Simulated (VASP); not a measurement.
# MgO (I4/mmm) in VASP: a series of runs

The runs below take MgO through single point, with r2SCAN.

Program: VASP 6.6.1. These are calculated values, not measurements. Logs are shortened: lines on timing, memory, paths and dates and some standing lists are left out, and cuts for length are marked.

## Step 1: The cell of the first run

Symmetry: I4/mmm, No. 139, tetragonal system. The conventional cell has a = 2.973 Å, b = 2.973 Å, c = 3.952 Å, α = 90.00°, β = 90.00°, γ = 90.00°. Mg (site symmetry 4/mmm) has 6 O at 1.98 to 2.10 Å within 2.6 Å. O (site symmetry 4/mmm) has 6 Mg at 1.98 to 2.10 Å within 2.6 Å.

## Step 2: Single point, r2SCAN (strain -0.0600 x Voigt [0, 0, 1, 0, 0, 0])

File POSCAR:

```
MgO
1.0
    0.0000000000      2.1021086852      1.9759821641
    2.1021086852      0.0000000000      1.9759821641
    2.1021086852      2.1021086852      0.0000000000
Mg O
1 1
Direct
    0.0000000000      0.0000000000      0.0000000000
    0.5000000000      0.5000000000      0.5000000000
```

File INCAR.step1:

```
  PREC = Accurate
  ENCUT = 520
  ISMEAR = 0
  SIGMA = 0.05
  LREAL = False
  LASPH = True
  NELM = 100
  NBANDS = 11
  GGA = PE
  ALGO = Normal
  EDIFF = 1E-4
  LWAVE = True
  LCHARG = False
```

File INCAR.step2:

```
  PREC = Accurate
  ENCUT = 520
  EDIFF = 1E-7
  ISMEAR = 0
  SIGMA = 0.05
  LREAL = False
  LASPH = True
  NELM = 100
  ALGO = Normal
  ISIF = 2
  LWAVE = False
  LCHARG = False
  METAGGA = R2SCAN
  LMIXTAU = True
  NBANDS = 11
  ISTART = 1
```

File KPOINTS:

```
regular mesh
0
Gamma
  10 10 10
```

Potentials or basis: VASP PAW PBE potentials, release 64 (Mg, O).

On the command line:

```bash
$ cat potpaw_PBE.64/Mg/POTCAR potpaw_PBE.64/O/POTCAR > POTCAR
$ cp INCAR.step1 INCAR
$ mpirun -np 1 vasp_std > vasp.out
$ cp INCAR.step2 INCAR
$ mpirun -np 1 vasp_std > vasp.out
```

OUTCAR:

```text
PREC = Accurate
   ENCUT = 520
   EDIFF = 1E-7
   ISMEAR = 0
   LREAL = False
   LASPH = True
   NELM = 100
   ISIF = 2
   METAGGA = R2SCAN
   ISTART = 1

 ion  position               nearest neighbor table
   1  0.000  0.000  0.000-   2 1.98   2 1.98   2 2.10   2 2.10   2 2.10   2 2.10
   2  0.500  0.500  0.500-   1 1.98   1 1.98   1 2.10   1 2.10   1 2.10   1 2.10

  LATTYP: Found a body centered tetragonal cell.
 ALAT       =     2.9728306122
 C/A-ratio  =     1.3293607486

  Lattice vectors:

 A1 = (   0.0000000000,  -2.1021086852,  -1.9759821641)
 A2 = (   0.0000000000,   2.1021086852,  -1.9759821641)
 A3 = (   2.1021086852,   0.0000000000,   1.9759821641)

Analysis of symmetry for initial positions (statically):
=====================================================================
 Subroutine PRICEL returns:
 Original cell was already a primitive cell.

 Routine SETGRP: Setting up the symmetry group for a
 body centered tetragonal supercell.

 Subroutine GETGRP returns: Found 16 space group operations
 (whereof 16 operations were pure point group operations)
 out of a pool of 16 trial point group operations.

The static configuration has the point symmetry D_4h.

Analysis of symmetry for dynamics (positions and initial velocities):
=====================================================================
 Subroutine PRICEL returns:
 Original cell was already a primitive cell.

 Routine SETGRP: Setting up the symmetry group for a
 body centered tetragonal supercell.

 Subroutine GETGRP returns: Found 16 space group operations
 (whereof 16 operations were pure point group operations)
 out of a pool of 16 trial point group operations.

The dynamic configuration has the point symmetry D_4h.

 Subroutine INISYM returns: Found 16 space group operations
 (whereof 16 operations are pure point group operations),
 and found     1 'primitive' translations

----------------------------------------------------------------------------------------

                                     Primitive cell

  volume of cell :      17.4632

  direct lattice vectors                    reciprocal lattice vectors
     0.000000000  2.102108685  1.975982164    -0.237856398  0.237856398  0.253038721
     2.102108685  0.000000000  1.975982164     0.237856398 -0.237856398  0.253038721
     2.102108685  2.102108685  0.000000000     0.237856398  0.237856398 -0.253038721

  length of vectors
     2.885024512  2.885024512  2.972830612     0.420927460  0.420927460  0.420927460

  position of ions in fractional coordinates (direct lattice)
[... 8 lines left out ...]
----------------------------------------------------------------------------------------

 KPOINTS: regular mesh

Automatic generation of k-mesh.
 Grid dimensions read from file:
 generate k-points for:   10   10   10

 Generating k-lattice:

  Cartesian coordinates                     Fractional coordinates (reciprocal lattice)
    -0.023785640  0.023785640  0.025303872     0.100000000 -0.000000000  0.000000000
     0.023785640 -0.023785640  0.025303872    -0.000000000  0.100000000  0.000000000
     0.023785640  0.023785640 -0.025303872     0.000000000  0.000000000  0.100000000

  Length of vectors
     0.042092746  0.042092746  0.042092746

  Shift w.r.t. Gamma in fractional coordinates (k-lattice)
     0.000000000  0.000000000  0.000000000

 Subroutine IBZKPT returns following result:
 ===========================================

 Found    102 irreducible k-points:

 Following reciprocal coordinates:
            Coordinates               Weight
  0.000000  0.000000  0.000000      1.000000
  0.100000  0.000000  0.000000      8.000000
  0.200000  0.000000  0.000000      8.000000
  0.300000  0.000000  0.000000      8.000000
  0.400000  0.000000  0.000000      8.000000
  0.500000  0.000000  0.000000      4.000000
[... 16 lines left out ...]
  0.300000  0.300000  0.000000      2.000000
  0.400000  0.300000  0.000000      8.000000
 [... further k-points ...]
   k-points           NKPTS =    102   k-points in BZ     NKDIM =    102   number of bands    NBANDS=     11
   number of dos      NEDOS =    301   number of ions     NIONS =      2
   total plane-waves  NPLWV =  13824
   dimension x,y,z NGX =    24 NGY =   24 NGZ =   24
   dimension x,y,z NGXF=    48 NGYF=   48 NGZF=   48
   ions per type =               1   1
   NGX,Y,Z   is equivalent  to a cutoff of  13.83, 13.83, 13.42 a.u.
   NGXF,Y,Z  is equivalent  to a cutoff of  27.66, 27.66, 26.84 a.u.
 SYSTEM =  unknown system
   PREC   = accura    normal or accurate (medium, high low for compatibility)
   ISTART =      1    job   : 0-new  1-cont  2-samecut
   ICHARG =      0    charge: 1-file 2-atom 10-const
   ISPIN  =      1    spin polarized calculation?
   LNONCOLLINEAR =      F non collinear calculations
   LSORBIT =      F    spin-orbit coupling
   LASPH  =      T    aspherical Exc in radial PAW
   ENCUT  =  520.0 eV  38.22 Ry    6.18 a.u.   5.36  5.36  5.53*2*pi/ulx,y,z
   NELM   =    100;   NELMIN=  2; NELMDL=  0     # of ELM steps
   EDIFF  = 0.1E-06   stopping-criterion for ELM
   LREAL  =      F    real-space projection
   EDIFFG = 0.1E-05   stopping-criterion for IOM
   NSW    =      0    number of steps for IOM
   IBRION =     -1    ionic relax: 0-MD 1-quasi-New 2-CG
   NFREE  =      0    steps in history (QN), initial steepest desc. (CG)
   ISIF   =      2    stress and relaxation
   ISYM   =      2    0-nonsym 1-usesym 2-fastsym
   POTIM  = 0.5000    time-step for ionic-motion
   TEBEG  =    0.0;   TEEND  =   0.0 temperature during run
   PSTRESS=    0.0 pullay stress
   NELECT =       8.0000    total number of electrons
   NUPDOWN=      -1.0000    fix difference up-down
   EMIN   =  10.00;   EMAX   =-10.00  energy-range for DOS
   EFERMI =   0.00;   METHOD = LEGACY
   ISMEAR =     0;   SIGMA  =   0.05  broadening in eV -4-tet -1-fermi 0-gaus
   EFERMI_NEDOS =   21; number of points for ismear=-14 and -15
   IALGO  =     38    algorithm
   IMIX   =      4    mixing-type and parameters
     AMIX     =   0.40;   BMIX     =  1.00
     AMIX_MAG =   1.60;   BMIX_MAG =  1.00
  volume/ion in A,a.u.               =       8.73        58.92
  Fermi-wavevector in a.u.,A,eV,Ry     =   1.262013  2.384858 21.669672  1.592676
  Thomas-Fermi vector in A             =   2.395442
   LORBIT       =      0    0 simple, 1 ext, 2 COOP (PROOUT), +10 PAW based schemes
   METAGGA = R2SCAN    functional components
   LHFCALC =     F    Hartree Fock is set to
   AEXX    =    0.0000 exact exchange contribution
   IVDW    =     0    specifies the selected vdW correction
   LEPSILON=     F    determine dielectric tensor
   LRPA    =     F    only Hartree local field effects (RPA)
 non-spin polarized calculation
 Gauss-broadening in eV      SIGMA  =   0.05
  energy-cutoff  :      520.00
  volume of cell :       17.46
 maximum number of plane-waves:       499
 NGX is ok and might be reduce to    24
   NGX = 11   NGY = 11   NGZ = 11

 number of electron       7.9999999 magnetization

 Free energy of the ion-electron system (eV)
  ---------------------------------------------------
  ext. energy  EPLUGINS =         0.00000000
  ---------------------------------------------------
  free energy    TOTEN  =       -16.08331049 eV

  energy without entropy =      -16.08331049  energy(sigma->0) =      -16.08331049

 E-fermi :   3.6879     XC(G=0): -11.9403

 val. band max:        3.3270222651   @ k =   0.0000   0.0000   0.0000
 cond. band min:       9.5599668251   @ k =   0.0000   0.0000   0.0000
 fundamental gap:      6.2329445600
 Fermi energy:         3.6878743077

 k-point     1 :       0.0000    0.0000    0.0000
  band No.  band energies     occupation
      1     -15.2802      2.00000
      2       3.1896      2.00000
      3       3.3270      2.00000
      4       3.3270      2.00000
      5       9.5600      0.00000
      6      20.3365      0.00000
      7      20.3366      0.00000
      8      21.0219      0.00000
      9      24.9149      0.00000
     10      25.6236      0.00000
     11      27.9145      0.00000

 k-point     2 :       0.1000    0.0000    0.0000
  band No.  band energies     occupation
      1     -15.1629      2.00000
      2       2.6256      2.00000
      3       3.1783      2.00000
      4       3.2352      2.00000
      5      10.1721      0.00000
      6      19.2782      0.00000
      7      20.5967      0.00000
      8      21.0829      0.00000
      9      25.1199      0.00000
     10      26.6722      0.00000
     11      27.1507      0.00000

 k-point     3 :       0.2000    0.0000    0.0000
  band No.  band energies     occupation
      1     -14.8407      2.00000
      2       1.2472      2.00000
      3       3.0040      2.00000
      4       3.0045      2.00000
      5      11.3762      0.00000
      6      17.7880      0.00000
      7      21.0639      0.00000
      8      21.7705      0.00000
      9      24.7361      0.00000
     10      26.1202      0.00000
     11      28.2775      0.00000

 k-point     4 :       0.3000    0.0000    0.0000
  band No.  band energies     occupation
      1     -14.4048      2.00000
      2      -0.1813      2.00000
      3       2.7347      2.00000
      4       2.8038      2.00000
      5      12.2616      0.00000
      6      17.2563      0.00000
      7      21.0849      0.00000
      8      22.3293      0.00000
      9      25.5636      0.00000
     10      26.1809      0.00000
     11      27.8104      0.00000

 k-point     5 :       0.4000    0.0000    0.0000
  band No.  band energies     occupation
      1     -14.0137      2.00000
      2      -1.2389      2.00000
      3       2.5283      2.00000
      4       2.6481      2.00000
      5      12.5075      0.00000
      6      17.5885      0.00000
      7      20.8341      0.00000
      8      22.3778      0.00000
      9      26.7734      0.00000
     10      27.1143      0.00000
     11      27.8270      0.00000
[... 211 lines left out ...]
 k-point    21 :      -0.3000    0.2000    0.0000
  band No.  band energies     occupation
      1     -13.9627      2.00000
      2      -0.4840      2.00000
      3       1.3694      2.00000
      4       2.4553      2.00000
      5      14.0454      0.00000
      6      17.1034      0.00000
      7      19.5348      0.00000
      8      22.0817      0.00000
      9      25.0833      0.00000
     10      26.4386      0.00000
     11      32.0290      0.00000

 k-point    22 :      -0.2000    0.2000    0.0000
  band No.  band energies     occupation
      1     -14.3176      2.00000
      2       0.1944      2.00000
      3       1.8038      2.00000
      4       2.7244      2.00000
      5      13.3457      0.00000
      6      16.9230      0.00000
      7      20.3759      0.00000
      8      22.5348      0.00000
      9      23.1046      0.00000
     10      26.9275      0.00000
     11      32.0076      0.00000

 k-point    23 :       0.3000    0.3000    0.0000
  band No.  band energies     occupation
      1     -14.0925      2.00000
      2      -0.0318      2.00000
      3       2.1245      2.00000
      4       2.1246      2.00000
      5      13.8292      0.00000
      6      14.4965      0.00000
      7      20.5580      0.00000
      8      22.9517      0.00000
      9      22.9517      0.00000
     10      28.8606      0.00000
     11      34.7372      0.00000

 k-point    24 :       0.4000    0.3000    0.0000
  band No.  band energies     occupation
      1     -13.8191      2.00000
      2      -0.4753      2.00000
      3       1.7579      2.00000
      4       1.9384      2.00000
      5      14.0318      0.00000
      6      14.7630      0.00000
      7      19.5254      0.00000
      8      23.2325      0.00000
      9      23.5842      0.00000
     10      29.9242      0.00000
     11      34.0508      0.00000

 [... further k-points ...]
[... 5 lines left out ...]
  --------------------------------------------------------------------------------------
  -------------------------------------------------------------------------------------
  Total        0.5737702      0.5737702      2.8607781      0.0000000      0.0000000      0.0000000
  in kB       52.6411310     52.6411310    262.4650030      0.0000000      0.0000000      0.0000000
  external PRESSURE =     122.5824217 kB  Pullay stress =       0.0000000 kB

 VOLUME and BASIS-vectors are now :
 -----------------------------------------------------------------------------
  energy-cutoff  :      520.00
  volume of cell :       17.46
      direct lattice vectors                 reciprocal lattice vectors
     0.000000000  2.102108685  1.975982164    -0.237856398  0.237856398  0.253038721
     2.102108685  0.000000000  1.975982164     0.237856398 -0.237856398  0.253038721
     2.102108685  2.102108685  0.000000000     0.237856398  0.237856398 -0.253038721

 POSITION                                       TOTAL-FORCE (eV/Angst)
 -----------------------------------------------------------------------------------
      0.00000      0.00000      0.00000         0.000000      0.000000     -0.000000
      2.10211      2.10211      1.97598         0.000000     -0.000000      0.000000
 -----------------------------------------------------------------------------------
    total drift:                               -0.000000     -0.000000      0.000000

  FREE ENERGIE OF THE ION-ELECTRON SYSTEM (eV)
  ---------------------------------------------------
  free  energy   TOTEN  =       -16.0833104928 eV

  energy  without entropy=      -16.0833104928  energy(sigma->0) =      -16.08331049
```

It used 74 s of CPU time on 1 thread of AMD EPYC 7R13 Processor (Zen 3) (shared host).

Results:

| Quantity | Value |
| --- | --- |
| Free energy | -16.0833 eV |
| Pressure | 12.3 GPa |
| Band gap on the k mesh | 6.23 eV, direct |

Stress tensor (GPa, compression positive):
```
 5.26  0.00  0.00
 0.00  5.26  0.00
 0.00  0.00 26.25
```

Caveat: the cell differs from its parent crystal (strain -0.0600 x Voigt [0, 0, 1, 0, 0, 0]); the PAW data sets were made with another functional, which shifts forces and pressure a little.

## Step 3: Single point, r2SCAN (strain -0.0450 x Voigt [0, 0, 1, 0, 0, 0])

File POSCAR:

```
MgO
1.0
    0.0000000000      2.1021086852      2.0075137944
    2.1021086852      0.0000000000      2.0075137944
    2.1021086852      2.1021086852      0.0000000000
Mg O
1 1
Direct
    0.0000000000      0.0000000000      0.0000000000
    0.5000000000      0.5000000000      0.5000000000
```

File INCAR.step1:

```
PREC = Accurate
ENCUT = 520
ISMEAR = 0
SIGMA = 0.05
LREAL = F
LASPH = T
NELM = 100
NBANDS = 11
GGA = PE
ALGO = Normal
EDIFF = 1E-4
LWAVE = T
LCHARG = F
```

File INCAR.step2:

```
PREC = Accurate
ENCUT = 520
EDIFF = 1E-7
ISMEAR = 0
SIGMA = 0.05
LREAL = F
LASPH = T
NELM = 100
ALGO = Normal
ISIF = 2
LWAVE = F
LCHARG = F
METAGGA = R2SCAN
LMIXTAU = T
NBANDS = 11
ISTART = 1
```

KPOINTS is that of step 2.

Potentials or basis: VASP PAW PBE potentials, release 64 (Mg, O).

On the command line:

```bash
$ cat potpaw_PBE.64/Mg/POTCAR potpaw_PBE.64/O/POTCAR > POTCAR
$ cp INCAR.step1 INCAR
$ mpirun -np 1 vasp_std > vasp.out
$ cp INCAR.step2 INCAR
$ mpirun -np 1 vasp_std > vasp.out
```

It took 2 min on 1 thread of AMD EPYC 7R13 (Zen 3), shared host; peak memory 0.13 GiB.

Results (log left out):

```yaml
Free_energy: -16.1215 eV
Pressure: 8.2 GPa
Band_gap_on_the_k_mesh: 6.09 eV, direct
```

Stress tensor (GPa, compression positive):
```
 3.53  0.00  0.00
 0.00  3.53  0.00
 0.00  0.00 17.50
```

Levels at points of the mesh, in eV from the valence-band top:
```csv
k point,band 1,band 2,band 3,band 4,band 5,band 6,band 7,band 8,band 9
"(0.00, 0.00, 0.00)",-18.51,-0.10,0.00,0.00,6.09,16.96,16.96,17.47,21.43
"(0.50, 0.00, 0.00)",-17.12,-4.88,-0.82,-0.72,9.10,14.37,17.41,18.57,23.14
"(0.50, 0.50, 0.00)",-16.78,-4.22,-1.62,-1.62,9.73,11.60,15.26,20.82,20.82
"(0.50, 0.00, 0.50)",-16.91,-4.41,-1.55,-1.26,10.26,11.66,14.63,20.89,21.85
```

Caveat: the cell differs from its parent crystal (strain -0.0450 x Voigt [0, 0, 1, 0, 0, 0]); the PAW data sets were made with another functional, which shifts forces and pressure a little.
